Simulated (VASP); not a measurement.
The system is CaAl2Sb2.

```xyz
5
Lattice="4.9811 0.0000 0.0000 -2.4906 4.3138 0.0000 0.0000 0.0000 6.0445" Properties=species:S:1:pos:R:3 pbc="T T T"
Ca    0.0000    0.0000    0.0000
Al    2.4906    1.4379    1.7169
Al    0.0000    2.8759    4.3276
Sb    2.4906    1.4379    4.4628
Sb    0.0000    2.8759    1.5816
```

Base run:

- Program: VASP 6.6.1
- Functional: PBEsol
- Potentials or basis: VASP PAW PBE potentials, release 64 (Ca_sv, Al, Sb)
- Cutoff: 500 eV
- k mesh: 6 × 6 × 4
- Occupations: methfessel-paxton, width 0.15 eV
- Spin: no spin polarisation

Its results: band gap on the k mesh zero (band 13 reaches 7.11 eV, above the bottom of band 14 at 5.50 eV); pressure -1.1 GPa; largest force 0.055 eV/Å.

**Question.** After a change of settings the same cell gave: band gap on the k mesh zero (band 13 reaches 7.22 eV, above the bottom of band 14 at 5.61 eV); pressure 0.8 GPa; largest force 0.034 eV/Å. Which change was it?
A. functional from PBEsol to revPBE
B. functional from PBEsol to LDA; potentials or basis from VASP PAW PBE potentials, release 64 (Ca_sv, Al, Sb) to VASP PAW LDA potentials, release 64 (Ca_sv, Al, Sb)
C. functional from PBEsol to PBE

**Answer.** C.

PBE binds less tightly than PBEsol, so the same cell stands under more pressure.

Caveats: spin-orbit coupling is left out, which moves the levels of the heavy elements; the PAW data sets were made with another functional, which shifts forces and pressure a little (some runs).
